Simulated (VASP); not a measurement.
## Al2Pt: single point with PBEsol

Crystal: Al2Pt.

```
Al Pt
1.0
     2.92615    2.92615    0.00000
    -2.92615    2.92615    0.00000
     0.00000    0.00000    6.07341
Al Pt
4 2
Direct
  0.00000 0.50000 0.75000
  0.50000 0.00000 0.75000
  0.50000 0.00000 0.25000
  0.00000 0.50000 0.25000
  0.00000 0.00000 0.00000
  0.50000 0.50000 0.50000
```

This cell differs from its parent crystal: uniaxial strain along c: +3.0 %.

* Program: VASP 6.6.1
* Task: single point
* Functional: PBEsol
* Potentials or basis: VASP PAW PBE potentials, release 64 (Al, Pt)
* Cutoff: 520 eV
* k mesh: 8 × 8 × 6
* Occupations: gaussian, width 0.1 eV
* Spin: no spin polarisation
* Dipole correction: no
* Further INCAR settings: ALGO = Fast; EDIFF = 1e-06; NBANDS = 25

- Pressure: -2.0 GPa
- Band gap on the k mesh: zero (bands 16 and 17 overlap by 4.48 eV)

Stress tensor (GPa, compression positive):
```
-1.17  0.00  0.00
 0.00 -1.17  0.00
 0.00  0.00 -3.56
```

Levels at points of the mesh, in eV from the Fermi level:
```csv
k point,band 14,band 15,band 16,band 17,band 18,band 19
"(0.00, 0.00, 0.00)",-1.47,-1.47,2.92,3.37,3.43,3.59
"(0.50, 0.00, 0.00)",-2.39,-1.47,-1.47,1.44,1.44,3.89
"(0.50, 0.50, 0.00)",-3.16,-1.81,-1.81,-1.53,-1.53,2.96
"(0.00, 0.00, 0.50)",-0.33,0.56,0.56,0.56,0.56,3.20
"(0.50, 0.00, 0.50)",-3.42,0.85,0.85,1.14,1.14,3.73
"(0.50, 0.50, 0.50)",-2.77,-2.77,-2.77,-0.98,-0.98,5.01
```

It took 3.1 min on 1 thread of AMD EPYC 7R13, on a shared host, peak memory 0.27 GiB.

Caveat: the cell differs from its parent crystal (uniaxial strain along c: +3.0 %); the PAW data sets were made with another functional, which shifts forces and pressure a little; spin-orbit coupling is left out, which moves the levels of the heavy elements.
